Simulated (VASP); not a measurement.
# RbBr (Pm-3m) in VASP: further runs, part 2 of 2

VASP 6.6.1.

### 3 Single point, PBEsol (volume scaled by 0.65)

INCAR reads:

```
SYSTEM = RbBr
ALGO = Normal ; EDIFF = 1E-6
ENCUT = 520 ; GGA = PS
ISIF = 2 ; ISMEAR = -1
LASPH = .True. ; LCHARG = .False.
LREAL = .False. ; LWAVE = .False.
NBANDS = 15 ; NELM = 100
PREC = Accurate ; SIGMA = 0.03
```

KPOINTS reads:

```
k-points
0
Gamma
  7 7 7
  0 0 0
```

POSCAR reads:

```
RbBr
1.0
    3.5741695089      0.0000000000      0.0000000000
    0.0000000000      3.5741695089      0.0000000000
    0.0000000000      0.0000000000      3.5741695089
Rb Br
1 1
Direct
    0.0000000000      0.0000000000      0.0000000000
    0.5000000000      0.5000000000      0.5000000000
```

Potentials or basis: VASP PAW PBE potentials, release 64 (Rb_sv, Br).

Run with:

```console
cat potpaw_PBE.64/Rb_sv/POTCAR potpaw_PBE.64/Br/POTCAR > POTCAR
mpirun -np 1 vasp_std > vasp.out
```

OUTCAR:

```text
SYSTEM = RbBr
   EDIFF = 1E-6
   ENCUT = 520
   GGA = PS
   ISIF = 2
   ISMEAR = -1
   LASPH = .True.
   LREAL = .False.
   NELM = 100
   PREC = Accurate

 ion  position               nearest neighbor table
   1  0.000  0.000  0.000-   2 3.10   2 3.10   2 3.10   2 3.10   2 3.10   2 3.10   2 3.10   2 3.10

   2  0.500  0.500  0.500-   1 3.10   1 3.10   1 3.10   1 3.10   1 3.10   1 3.10   1 3.10   1 3.10

  LATTYP: Found a simple cubic cell.
 ALAT       =     3.5741695089

  Lattice vectors:

 A1 = (   3.5741695089,   0.0000000000,   0.0000000000)
 A2 = (   0.0000000000,   3.5741695089,   0.0000000000)
 A3 = (   0.0000000000,   0.0000000000,   3.5741695089)

Analysis of symmetry for initial positions (statically):
=====================================================================
 Subroutine PRICEL returns:
 Original cell was already a primitive cell.

 Routine SETGRP: Setting up the symmetry group for a
 simple cubic supercell.

 Subroutine GETGRP returns: Found 48 space group operations
 (whereof 48 operations were pure point group operations)
 out of a pool of 48 trial point group operations.

The static configuration has the point symmetry O_h .

Analysis of symmetry for dynamics (positions and initial velocities):
=====================================================================
 Subroutine PRICEL returns:
 Original cell was already a primitive cell.

 Routine SETGRP: Setting up the symmetry group for a
 simple cubic supercell.

 Subroutine GETGRP returns: Found 48 space group operations
 (whereof 48 operations were pure point group operations)
 out of a pool of 48 trial point group operations.

The dynamic configuration has the point symmetry O_h .

 Subroutine INISYM returns: Found 48 space group operations
 (whereof 48 operations are pure point group operations),
 and found     1 'primitive' translations

----------------------------------------------------------------------------------------
[... 116 lines left out ...]
   IVDW    =     0    specifies the selected vdW correction
   LEPSILON=     F    determine dielectric tensor
   LRPA    =     F    only Hartree local field effects (RPA)
 non-spin polarized calculation
  energy-cutoff  :      520.00
  volume of cell :       45.66
 maximum number of plane-waves:      1247
 NGX is ok and might be reduce to    28
   NGX = 13   NGY = 13   NGZ = 13

 number of electron      16.0000002 magnetization

 Free energy of the ion-electron system (eV)
  ---------------------------------------------------
  ext. energy  EPLUGINS =         0.00000000
  ---------------------------------------------------
  free energy    TOTEN  =        -5.44679465 eV

  energy without entropy =       -5.44679465  energy(sigma->0) =       -5.44679465

 E-fermi :   2.5902     XC(G=0): -10.1293

 val. band max:        1.9624509234   @ k =   0.0000   0.0000   0.0000
 cond. band min:       6.4178587579   @ k =   0.0000   0.0000   0.0000
 fundamental gap:      4.4554078345
 Fermi energy:         2.5901810558

 k-point     1 :       0.0000    0.0000    0.0000
  band No.  band energies     occupation
      1     -22.8751      2.00000
      2     -11.6389      2.00000
      3      -6.7141      2.00000
      4      -6.7141      2.00000
      5      -6.7141      2.00000
      6       1.9625      2.00000
      7       1.9625      2.00000
      8       1.9625      2.00000
      9       6.4179      0.00000
     10       6.4179      0.00000
     11       8.0833      0.00000
     12      12.8962      0.00000
     13      12.8962      0.00000
     14      12.8962      0.00000
[... 329 lines left out ...]
      2     -10.8606      2.00000
      3      -7.4133      2.00000
      4      -7.3735      2.00000
      5      -7.3735      2.00000
      6      -0.7392      2.00000
      7      -0.7392      2.00000
      8      -0.4933      2.00000
      9      10.8509      0.00000
     10      11.5110      0.00000
     11      11.5110      0.00000
     12      13.8441      0.00000
     13      13.8441      0.00000
     14      13.8991      0.00000
     15      16.8934      0.00000

------------------------ aborting loop because EDIFF is reached ----------------------------------------

  FORCE on cell =-STRESS in cart. coord.  units (eV):
  Direction    XX          YY          ZZ          XY          YZ          ZX
  --------------------------------------------------------------------------------------
  -------------------------------------------------------------------------------------
  Total        5.2368987      5.2368987      5.2368987     -0.0000000      0.0000000     -0.0000000
  in kB      183.7635292    183.7635292    183.7635292     -0.0000000      0.0000000     -0.0000000
  external PRESSURE =     183.7635292 kB  Pullay stress =       0.0000000 kB

 VOLUME and BASIS-vectors are now :
 -----------------------------------------------------------------------------
  energy-cutoff  :      520.00
  volume of cell :       45.66
      direct lattice vectors                 reciprocal lattice vectors
     3.574169509  0.000000000  0.000000000     0.279785275  0.000000000  0.000000000
     0.000000000  3.574169509  0.000000000     0.000000000  0.279785275  0.000000000
     0.000000000  0.000000000  3.574169509     0.000000000  0.000000000  0.279785275

 POSITION                                       TOTAL-FORCE (eV/Angst)
 -----------------------------------------------------------------------------------
      0.00000      0.00000      0.00000         0.000000      0.000000      0.000000
      1.78708      1.78708      1.78708         0.000000      0.000000      0.000000
 -----------------------------------------------------------------------------------
    total drift:                               -0.000000      0.000000      0.000000

  FREE ENERGIE OF THE ION-ELECTRON SYSTEM (eV)
  ---------------------------------------------------
  free  energy   TOTEN  =        -5.4467946536 eV

  energy  without entropy=       -5.4467946536  energy(sigma->0) =       -5.44679465
```

OSZICAR:

```text
N       E                     dE             d eps       ncg     rms          rms(c)
DAV:   1     0.743686396569E+02    0.74369E+02   -0.74175E+03   600   0.985E+02
DAV:   2    -0.171106343477E+01   -0.76080E+02   -0.70045E+02   848   0.179E+02
DAV:   3    -0.557895210225E+01   -0.38679E+01   -0.38472E+01   805   0.387E+01
DAV:   4    -0.565116018874E+01   -0.72208E-01   -0.72204E-01   808   0.518E+00
DAV:   5    -0.565253029834E+01   -0.13701E-02   -0.13701E-02   845   0.528E-01    0.742E+00
DAV:   6    -0.547515553478E+01    0.17737E+00   -0.14784E-01   733   0.275E+00    0.506E+00
DAV:   7    -0.544815216514E+01    0.27003E-01   -0.12282E-01   762   0.247E+00    0.142E+00
DAV:   8    -0.544676269687E+01    0.13895E-02   -0.18380E-02   677   0.938E-01    0.151E-01
DAV:   9    -0.544679417529E+01   -0.31478E-04   -0.68252E-04   726   0.176E-01    0.779E-02
DAV:  10    -0.544679614798E+01   -0.19727E-05   -0.14255E-04   783   0.825E-02    0.418E-02
DAV:  11    -0.544679414932E+01    0.19987E-05   -0.13856E-05   700   0.291E-02    0.136E-02
DAV:  12    -0.544679465359E+01   -0.50427E-06   -0.35392E-06   677   0.125E-02
   1 F= -.54467947E+01 E0= -.54467947E+01  d E =-.282435E-10
```

Wall time 10 s (1 thread of Intel Xeon Platinum 8259CL at 2.50GHz (Skylake/Cascade Lake), shared host); peak memory 0.16 GiB.

What came out:

```yaml
Free_energy: -5.4468 eV
Pressure: 18.4 GPa
Band_gap_on_the_k_mesh: 4.46 eV, direct
```

Caveat: the cell differs from its parent crystal (volume scaled by 0.65); the PAW data sets were made with another functional, which shifts forces and pressure a little. A k mesh can miss the band edges.

### 4 Single point, PBEsol

This run uses another cell than the first one, of 28.10 Å³/atom, 1.231 times its volume.

INCAR reads:

```
PREC = Accurate
ENCUT = 520
EDIFF = 1E-7
ISMEAR = -1
SIGMA = 0.03
LREAL = F
LASPH = T
NELM = 80
ALGO = Normal
ISIF = 2
LWAVE = F
LCHARG = F
GGA = PS
NBANDS = 15
```

KPOINTS reads:

```
regular mesh
0
Gamma
  7 7 7
```

POSCAR reads:

```
RbBr
1.0
    3.8303108645      0.0000000000      0.0000000000
    0.0000000000      3.8303108645      0.0000000000
    0.0000000000      0.0000000000      3.8303108645
Rb Br
1 1
Direct
    0.0000000000      0.0000000000      0.0000000000
    0.5000000000      0.5000000000      0.5000000000
```

Run with:

```console
cat potpaw_PBE.64/Rb_sv/POTCAR potpaw_PBE.64/Br/POTCAR > POTCAR
mpirun -np 1 vasp_std > vasp.out
```

Wall time 12 s (1 thread of Intel Xeon Platinum 8259CL at 2.50GHz (Skylake/Cascade Lake), shared host); peak memory 0.16 GiB.

The run converged. Its results:

```
Free energy            : -6.1470 eV
Pressure               : 5.2 GPa
Band gap on the k mesh : 4.84 eV, indirect (least direct gap 4.94 eV)
```

Levels at points of the mesh, in eV from the valence-band top:
| k point | band 6 | band 7 | band 8 | band 9 | band 10 | band 11 |
| --- | --- | --- | --- | --- | --- | --- |
| (0.00, 0.00, 0.00) | -0.10 | -0.10 | -0.10 | 4.84 | 5.09 | 5.09 |

Caveat: the PAW data sets were made with another functional, which shifts forces and pressure a little. A k mesh can miss the band edges.
